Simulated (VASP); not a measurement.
# AlN (P1) in VASP: further runs

Runs on AlN. Level: PBE. Tasks: single point.

All numbers are computed with VASP 6.6.1; they aren't measurements. Logs are shortened: lines on timing, memory, paths and dates and some standing lists are left out, and cuts for length are marked.

## Step 1: The cell of the first run

The typed cell holds 8 atoms: a = 3.130 Å, b = 3.130 Å, c = 10.055 Å, α = 88.22°, β = 86.43°, γ = 60.00°.

## Step 2: Single point, PBE (the part above a cut slid along it)

INCAR

```
PREC = Accurate
ENCUT = 520
EDIFF = 1E-6
ISMEAR = 0
SIGMA = 0.05
LREAL = False
LASPH = True
NELM = 80
ALGO = Normal
ISIF = 2
LWAVE = False
LCHARG = False
GGA = PE
NBANDS = 26
```

KPOINTS

```
Automatic mesh
0
Gamma
  8 8 3
```

POSCAR

```
AlN
1.0
   -3.1302395629      0.0000000000      0.0000000000
   -1.5651197814     -2.7108669814      0.0000000000
   -0.6260479126      0.0000000000     10.0359593112
Al N
4 4
Direct
    0.1524104616      0.3333333333      0.9046143587
    0.2524104616      0.3333333333      0.4046143587
    0.6357437949      0.6666666667      0.1546143587
    0.5357437949      0.6666666667      0.6546143587
    0.3142562051      0.3333333333      0.0953856413
    0.2142562051      0.3333333333      0.5953856413
    0.5975895384      0.6666666667      0.3453856413
    0.4975895384      0.6666666667      0.8453856413
```

Potentials or basis: VASP PAW PBE potentials, release 64 (Al, N).

On the command line:

```bash
cat potpaw_PBE.64/Al/POTCAR potpaw_PBE.64/N/POTCAR > POTCAR
mpirun -np 1 vasp_std > vasp.out
```

OUTCAR:

```text
PREC = Accurate
   ENCUT = 520
   EDIFF = 1E-6
   ISMEAR = 0
   LREAL = False
   LASPH = True
   NELM = 80
   ISIF = 2
   GGA = PE

 ion  position               nearest neighbor table
   1  0.152  0.333  0.905-   8 1.90   8 1.90   8 1.90   5 2.01   3 2.83   4 3.09   4 3.09   4 3.09
                             3 3.15
   2  0.252  0.333  0.405-   7 1.90   7 1.90   7 1.90   6 1.91   3 3.09   4 3.09   3 3.09   4 3.09
                             4 3.09   3 3.09
   3  0.636  0.667  0.155-   5 1.90   5 1.90   5 1.90   7 1.91   1 2.83   2 3.09   2 3.09   2 3.09
                             1 3.15
   4  0.536  0.667  0.655-   6 1.90   6 1.90   6 1.90   8 1.91   2 3.09   1 3.09   1 3.09   2 3.09
                             2 3.09   1 3.09
   5  0.314  0.333  0.095-   3 1.90   3 1.90   3 1.90   1 2.01
   6  0.214  0.333  0.595-   4 1.90   4 1.90   4 1.90   2 1.91
   7  0.598  0.667  0.345-   2 1.90   2 1.90   2 1.90   3 1.91
   8  0.498  0.667  0.845-   1 1.90   1 1.90   1 1.90   4 1.91

  LATTYP: Found a base centered monoclinic cell.
 ALAT       =     3.1302395629
 B/A-ratio  =     1.7320508076
 C/A-ratio  =     3.2123633777
 COS(beta)  =    -0.0622594571

  Lattice vectors:

 A1 = (   1.5651197815,  -2.7108669814,   0.0000000000)
 A2 = (   1.5651197814,   2.7108669814,   0.0000000000)
 A3 = (  -0.6260479126,   0.0000000000,  10.0359593112)

Analysis of symmetry for initial positions (statically):
=====================================================================
 Subroutine PRICEL returns:
 Original cell was already a primitive cell.

 Routine SETGRP: Setting up the symmetry group for a
 base centered monoclinic supercell.

 Subroutine GETGRP returns: Found  1 space group operations
 (whereof  1 operations were pure point group operations)
 out of a pool of  4 trial point group operations.

The static configuration has the point symmetry C_1 .

Analysis of symmetry for dynamics (positions and initial velocities):
=====================================================================
 Subroutine PRICEL returns:
 Original cell was already a primitive cell.

 Routine SETGRP: Setting up the symmetry group for a
 base centered monoclinic supercell.

 Subroutine GETGRP returns: Found  1 space group operations
 (whereof  1 operations were pure point group operations)
 out of a pool of  4 trial point group operations.

The dynamic configuration has the point symmetry C_1 .

 Subroutine INISYM returns: Found  1 space group operations
 (whereof  1 operations are pure point group operations),
 and found     1 'primitive' translations

----------------------------------------------------------------------------------------

                                     Primitive cell

  volume of cell :      85.1618

  direct lattice vectors                    reciprocal lattice vectors
    -3.130239563  0.000000000  0.000000000    -0.319464367  0.184442838 -0.019928339
    -1.565119781 -2.710866981  0.000000000     0.000000000 -0.368885676  0.000000000
    -0.626047913  0.000000000 10.035959311     0.000000000  0.000000000  0.099641695

  length of vectors
     3.130239563  3.130239563 10.055466935     0.369423579  0.368885676  0.099641695

  position of ions in fractional coordinates (direct lattice)
     0.152410462  0.333333333  0.904614359
     0.252410462  0.333333333  0.404614359
     0.635743795  0.666666667  0.154614359
     0.535743795  0.666666667  0.654614359
     0.314256205  0.333333333  0.095385641
     0.214256205  0.333333333  0.595385641
     0.597589538  0.666666667  0.345385641
     0.497589538  0.666666667  0.845385641

  ion indices of the primitive-cell ions
   primitive index   ion index
                 1           1
                 2           2
                 3           3
                 4           4
                 5           5
                 6           6
                 7           7
                 8           8

----------------------------------------------------------------------------------------

 KPOINTS: Automatic mesh

Automatic generation of k-mesh.
 Grid dimensions read from file:
 generate k-points for:    8    8    3

 Generating k-lattice:

  Cartesian coordinates                     Fractional coordinates (reciprocal lattice)
    -0.039933046  0.023055355 -0.002491042     0.125000000 -0.000000000  0.000000000
     0.000000000 -0.046110710  0.000000000     0.000000000  0.125000000  0.000000000
     0.000000000  0.000000000  0.033213898     0.000000000  0.000000000  0.333333333

  Length of vectors
     0.046177947  0.046110710  0.033213898

  Shift w.r.t. Gamma in fractional coordinates (k-lattice)
     0.000000000  0.000000000  0.000000000

 Subroutine IBZKPT returns following result:
 ===========================================

 Found     98 irreducible k-points:

 Following reciprocal coordinates:
            Coordinates               Weight
  0.000000  0.000000  0.000000      1.000000
  0.125000 -0.000000  0.000000      2.000000
 -0.125000 -0.125000 -0.000000      2.000000
  0.250000 -0.000000  0.000000      2.000000
 -0.250000 -0.250000 -0.000000      2.000000
  0.375000  0.000000  0.000000      2.000000
[... 16 lines left out ...]
  0.500000  0.250000  0.000000      2.000000
 -0.375000  0.250000 -0.000000      2.000000
 [... further k-points ...]
   k-points           NKPTS =     98   k-points in BZ     NKDIM =     98   number of bands    NBANDS=     26
   number of dos      NEDOS =    301   number of ions     NIONS =      8
   total plane-waves  NPLWV =  46080
   dimension x,y,z NGX =    24 NGY =   24 NGZ =   80
   dimension x,y,z NGXF=    48 NGYF=   48 NGZF=  160
   ions per type =               4   4
   NGX,Y,Z   is equivalent  to a cutoff of  12.75, 12.75, 13.23 a.u.
   NGXF,Y,Z  is equivalent  to a cutoff of  25.49, 25.49, 26.45 a.u.
 SYSTEM =  unknown system
   PREC   = accura    normal or accurate (medium, high low for compatibility)
   ISTART =      0    job   : 0-new  1-cont  2-samecut
   ICHARG =      2    charge: 1-file 2-atom 10-const
   ISPIN  =      1    spin polarized calculation?
   LNONCOLLINEAR =      F non collinear calculations
   LSORBIT =      F    spin-orbit coupling
   LASPH  =      T    aspherical Exc in radial PAW
   ENCUT  =  520.0 eV  38.22 Ry    6.18 a.u.   5.82  5.82 18.70*2*pi/ulx,y,z
   NELM   =     80;   NELMIN=  2; NELMDL= -5     # of ELM steps
   EDIFF  = 0.1E-05   stopping-criterion for ELM
   LREAL  =      F    real-space projection
[... 7 lines left out ...]
   TEBEG  =    0.0;   TEEND  =   0.0 temperature during run
   PSTRESS=    0.0 pullay stress
   NELECT =      32.0000    total number of electrons
   NUPDOWN=      -1.0000    fix difference up-down
   EMIN   =  10.00;   EMAX   =-10.00  energy-range for DOS
   EFERMI =   0.00;   METHOD = LEGACY
   ISMEAR =     0;   SIGMA  =   0.05  broadening in eV -4-tet -1-fermi 0-gaus
   EFERMI_NEDOS =   21; number of points for ismear=-14 and -15
   IALGO  =     38    algorithm
   IMIX   =      4    mixing-type and parameters
     AMIX     =   0.40;   BMIX     =  1.00
     AMIX_MAG =   1.60;   BMIX_MAG =  1.00
  volume/ion in A,a.u.               =      10.65        71.84
  Fermi-wavevector in a.u.,A,eV,Ry     =   1.181345  2.232418 18.987951  1.395575
  Thomas-Fermi vector in A             =   2.317620
   LORBIT       =      0    0 simple, 1 ext, 2 COOP (PROOUT), +10 PAW based schemes
   GGA     = PE    functional components
   LHFCALC =     F    Hartree Fock is set to
   AEXX    =    0.0000 exact exchange contribution
   IVDW    =     0    specifies the selected vdW correction
   LEPSILON=     F    determine dielectric tensor
   LRPA    =     F    only Hartree local field effects (RPA)
 non-spin polarized calculation
 Gauss-broadening in eV      SIGMA  =   0.05
  energy-cutoff  :      520.00
  volume of cell :       85.16
 maximum number of plane-waves:      2311
   NGX = 11   NGY = 11   NGZ = 37

 number of electron      31.9999999 magnetization

 Free energy of the ion-electron system (eV)
  ---------------------------------------------------
  ext. energy  EPLUGINS =         0.00000000
  ---------------------------------------------------
  free energy    TOTEN  =       -59.12246707 eV

  energy without entropy =      -59.12246707  energy(sigma->0) =      -59.12246707

 E-fermi :   6.4817     XC(G=0): -10.8409

 val. band max:        6.2323277705   @ k =   0.0000   0.0000   0.0000
 cond. band min:       9.8493766445   @ k =   0.0000   0.0000   0.0000
 fundamental gap:      3.6170488740
 Fermi energy:         6.4817431948

 k-point     1 :       0.0000    0.0000    0.0000
  band No.  band energies     occupation
      1      -9.0798      2.00000
      2      -8.2231      2.00000
      3      -8.1966      2.00000
      4      -6.9811      2.00000
      5       0.0932      2.00000
      6       2.6629      2.00000
[... 18 lines left out ...]
     25      17.0739      0.00000
     26      17.1509      0.00000

 k-point     2 :       0.1250   -0.0000    0.0000
  band No.  band energies     occupation
      1      -8.8863      2.00000
      2      -8.0815      2.00000
      3      -8.0016      2.00000
      4      -6.8703      2.00000
      5       0.3254      2.00000
      6       2.5764      2.00000
[... 18 lines left out ...]
     25      16.8834      0.00000
     26      17.4483      0.00000

 k-point     3 :      -0.1250   -0.1250   -0.0000
  band No.  band energies     occupation
      1      -8.8844      2.00000
      2      -8.0847      2.00000
      3      -7.9984      2.00000
      4      -6.8748      2.00000
      5       0.3294      2.00000
      6       2.5728      2.00000
[... 572 lines left out ...]
 k-point    23 :       0.5000    0.2500    0.0000
  band No.  band energies     occupation
      1      -7.2525      2.00000
      2      -6.9102      2.00000
      3      -6.7146      2.00000
      4      -6.3688      2.00000
      5       0.8492      2.00000
      6       1.2290      2.00000
[... 18 lines left out ...]
     25      16.5652      0.00000
     26      17.0668      0.00000

 k-point    24 :      -0.3750    0.2500   -0.0000
  band No.  band energies     occupation
      1      -6.9008      2.00000
      2      -6.6813      2.00000
      3      -6.5839      2.00000
      4      -6.3850      2.00000
      5       0.7509      2.00000
      6       1.1021      2.00000
[... 18 lines left out ...]
     25      16.6223      0.00000
     26      17.1933      0.00000

 [... further k-points ...]
[... 5 lines left out ...]
  --------------------------------------------------------------------------------------
  -------------------------------------------------------------------------------------
  Total       -1.6293035     -0.1072068      0.4070205      0.4505102      0.2879933      3.0025253
  in kB      -30.6526413     -2.0169188      7.6574154      8.4756009      5.4181162     56.4875297
  external PRESSURE =      -8.3373816 kB  Pullay stress =       0.0000000 kB

 VOLUME and BASIS-vectors are now :
 -----------------------------------------------------------------------------
  energy-cutoff  :      520.00
  volume of cell :       85.16
      direct lattice vectors                 reciprocal lattice vectors
    -3.130239563  0.000000000  0.000000000    -0.319464367  0.184442838 -0.019928339
    -1.565119781 -2.710866981  0.000000000     0.000000000 -0.368885676  0.000000000
    -0.626047913  0.000000000 10.035959311     0.000000000  0.000000000  0.099641695

 POSITION                                       TOTAL-FORCE (eV/Angst)
 -----------------------------------------------------------------------------------
     -1.56512     -0.90362      9.07867        -1.038751      0.183481      0.178365
     -1.56512     -0.90362      4.06069         0.015211     -0.000004     -0.044142
     -3.13024     -1.80724      1.55170         0.207983     -0.169934      0.410390
     -3.13024     -1.80724      6.56968        -0.045281     -0.023551     -0.061328
     -1.56512     -0.90362      0.95729         1.055078      0.209640     -0.379728
     -1.56512     -0.90362      5.97527        -0.000748     -0.008284      0.025160
     -3.13024     -1.80724      3.46628         0.034424      0.018428      0.039593
     -3.13024     -1.80724      8.48426        -0.227917     -0.209776     -0.168310
 -----------------------------------------------------------------------------------
    total drift:                               -0.000073     -0.000011     -0.000493

  FREE ENERGIE OF THE ION-ELECTRON SYSTEM (eV)
  ---------------------------------------------------
  free  energy   TOTEN  =       -59.1224670741 eV

  energy  without entropy=      -59.1224670741  energy(sigma->0) =      -59.12246707
```

It took 4.8 min on 1 thread of Intel Xeon 8259CL, shared host; peak memory 0.3 GiB.

Results:

* Free energy: -59.1225 eV
* Pressure: -0.8 GPa
* Largest force: 1.141 eV/Å
* Band gap on the k mesh: 3.62 eV

Forces in eV/Å, atoms in the order of the input:
```
Al  -1.039  0.183  0.178
Al   0.015  0.000 -0.044
Al   0.208 -0.170  0.410
Al  -0.045 -0.024 -0.061
N    1.055  0.210 -0.380
N   -0.001 -0.008  0.025
N    0.034  0.018  0.040
N   -0.228 -0.210 -0.168
```

Stress tensor (GPa, compression positive):
```
-3.07  0.85  5.65
 0.85 -0.20  0.54
 5.65  0.54  0.77
```

Levels at points of the mesh, in eV from the valence-band top:
```
           k point  band 13  band 14  band 15  band 16  band 17  band 18  band 19  band 20
(0.00, 0.00, 0.00)    -0.69    -0.53    -0.43     0.00     3.62     5.76     6.05     6.28
(0.50, 0.00, 0.00)    -1.75    -1.66    -1.23    -0.81     4.47     5.16     5.33     5.74
(0.50, 0.50, 0.00)    -1.68    -1.58    -1.07    -0.92     4.50     4.89     5.46     5.92
(0.00, 0.50, 0.00)    -1.61    -1.59    -1.33    -0.87     4.64     4.97     5.43     5.65
```

Caveat: the cell differs from its parent crystal (the part above a cut slid along it); forces of over 1 eV/Å act on the atoms, so gaps and moduli don't describe the material at rest. A k mesh can miss the band edges.

## Step 3: Single point, PBE (the part above a cut slid along it)

INCAR

```
  ALGO = Normal
  EDIFF = 1E-6
  ENCUT = 520
  GGA = PE
  ISIF = 2
  ISMEAR = 0
  LASPH = T
  LCHARG = F
  LREAL = F
  LWAVE = F
  NBANDS = 26
  NELM = 60
  PREC = Accurate
  SIGMA = 0.05
```

KPOINTS

```
k-points
0
Gamma
  8 8 3
```

POSCAR

```
AlN
1.0
   -3.1302395629      0.0000000000      0.0000000000
   -1.5651197814     -2.7108669814      0.0000000000
   -1.2520958252      0.0000000000     10.0359593112
Al N
4 4
Direct
   -0.0285124101      0.3333333333      0.9046143587
    0.1714875899      0.3333333333      0.4046143587
    0.6048209232      0.6666666667      0.1546143587
    0.4048209232      0.6666666667      0.6546143587
    0.2951790768      0.3333333333      0.0953856413
    0.0951790768      0.3333333333      0.5953856413
    0.5285124101      0.6666666667      0.3453856413
    0.3285124101      0.6666666667      0.8453856413
```

Potentials or basis: VASP PAW PBE potentials, release 64 (Al, N).

On the command line:

```bash
cat potpaw_PBE.64/Al/POTCAR potpaw_PBE.64/N/POTCAR > POTCAR
mpirun -np 1 vasp_std > vasp.out
```

Wall time 5.1 min (1 thread of Intel Xeon 8259CL, shared host); peak memory 0.3 GiB.

The run converged. Its results:

* Free energy: -58.2648 eV
* Pressure: -1.4 GPa
* Largest force: 1.162 eV/Å
* Band gap on the k mesh: 3.09 eV

Forces in eV/Å, atoms in the order of the input:
```
Al  -0.792  0.442 -0.100
Al   0.012 -0.001 -0.097
Al   0.125 -0.448  1.065
Al  -0.032 -0.074 -0.133
N    0.838  0.647 -0.319
N    0.000 -0.026  0.037
N    0.027  0.063  0.078
N   -0.177 -0.604 -0.530
```

Stress tensor (GPa, compression positive):
```
-8.79  0.69  4.26
 0.69 -0.11  2.05
 4.26  2.05  4.67
```

Levels at points of the mesh, in eV from the valence-band top:
| k point | band 12 | band 13 | band 14 | band 15 | band 16 | band 17 | band 18 | band 19 | band 20 | band 21 |
| --- | --- | --- | --- | --- | --- | --- | --- | --- | --- | --- |
| (0.00, 0.00, 0.00) | -0.86 | -0.78 | -0.67 | -0.59 | 0.00 | 3.09 | 5.30 | 5.87 | 6.22 | 9.14 |
| (0.50, 0.00, 0.00) | -2.04 | -2.03 | -1.71 | -1.25 | -0.61 | 3.52 | 5.06 | 5.26 | 5.98 | 6.28 |
| (0.50, 0.50, 0.00) | -1.99 | -1.78 | -1.68 | -1.17 | -0.50 | 3.48 | 4.64 | 5.36 | 6.14 | 6.97 |
| (0.00, 0.50, 0.00) | -2.00 | -1.75 | -1.51 | -1.32 | -1.02 | 3.49 | 4.79 | 5.22 | 5.81 | 6.59 |

Caveat: the cell differs from its parent crystal (the part above a cut slid along it); the stress differs along the axes, from -9 to 5 GPa; forces of over 1 eV/Å act on the atoms, so gaps and moduli don't describe the material at rest.

(Part 1 of 2 ends here.)
